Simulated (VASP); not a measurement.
Write the native input for VASP 6.6.1 that does the following.

| Quantity | Value |
| --- | --- |
| Task | single point |
| Functional | r2SCAN |
| Potentials or basis | VASP PAW PBE potentials, release 64 (Zn, F) |
| Cutoff | 660 eV |
| k mesh | 4 × 4 × 6 |
| Occupations | gaussian, width 0.01 eV |
| Spin | no spin polarisation |
| Dipole correction | no |
| Further INCAR settings | ALGO = Normal; EDIFF = 1e-06; NBANDS = 35 |

ZnF2:

```
Zn F
1.0
     4.74993    0.00000    0.00000
     0.00000    4.74993    0.00000
     0.00000    0.00000    3.15775
Zn F
2 4
Direct
  0.00000 0.00000 0.00000
  0.50000 0.50000 0.50000
  0.30319 0.30319 0.00000
  0.19681 0.80319 0.50000
  0.69681 0.69681 0.00000
  0.80319 0.19681 0.50000
```

One way to write it, as run:

POSCAR

```
ZnF2
1.0
    4.7499332259      0.0000000000      0.0000000000
    0.0000000000      4.7499332259      0.0000000000
    0.0000000000      0.0000000000      3.1577485647
Zn F
2 4
Direct
    0.0000000000      0.0000000000      0.0000000000
    0.5000000000      0.5000000000      0.5000000000
    0.3031905513      0.3031905513      0.0000000000
    0.1968094487      0.8031905513      0.5000000000
    0.6968094487      0.6968094487      0.0000000000
    0.8031905513      0.1968094487      0.5000000000
```

INCAR.step1

```
PREC     = Accurate       # precision mode
ENCUT    = 660            # plane-wave cutoff, eV
ISMEAR   = 0              # smearing method
SIGMA    = 0.01           # smearing width, eV
LREAL    = F              # projectors in reciprocal space
LASPH    = T              # aspherical terms in the spheres
NELM     = 120            # most SCF steps
NBANDS   = 35             # bands
GGA      = PE             # functional
ALGO     = Normal         # electronic algorithm
EDIFF    = 1E-5           # SCF threshold, eV
LWAVE    = T              # write WAVECAR
LCHARG   = F              # write CHGCAR
GGA_COMPAT= F
```

INCAR.step2

```
PREC     = Accurate       # precision mode
ENCUT    = 660            # plane-wave cutoff, eV
EDIFF    = 1E-6           # SCF threshold, eV
ISMEAR   = 0              # smearing method
SIGMA    = 0.01           # smearing width, eV
LREAL    = F              # projectors in reciprocal space
LASPH    = T              # aspherical terms in the spheres
NELM     = 120            # most SCF steps
ALGO     = Normal         # electronic algorithm
ISIF     = 2              # what is computed and relaxed
LWAVE    = F              # write WAVECAR
LCHARG   = T              # write CHGCAR
METAGGA  = R2SCAN         # meta-GGA
LMIXTAU  = T            
LELF     = T              # ELF
LVHAR    = T            
NBANDS   = 35             # bands
ISTART   = 1            
GGA_COMPAT= F
```

KPOINTS

```
Automatic mesh
0
Gamma
  4 4 6
```

Potentials or basis: VASP PAW PBE potentials, release 64 (Zn, F).

Command:

```sh
$ cat potpaw_PBE.64/Zn/POTCAR potpaw_PBE.64/F/POTCAR > POTCAR
$ cp INCAR.step1 INCAR
$ mpirun -np 1 vasp_std > vasp.out
$ cp INCAR.step2 INCAR
$ mpirun -np 1 vasp_std > vasp.out
```

It gave:

```
Pressure               : -3.1 GPa
Largest force          : 0.031 eV/Å
Band gap on the k mesh : 4.17 eV
```

Caveat: the cell stands under tension; the PAW data sets were made with another functional, which shifts forces and pressure a little.

It took 3.3 min on 1 thread of AMD EPYC 9R14 (Zen 4) (shared host), peak memory 0.22 GiB.
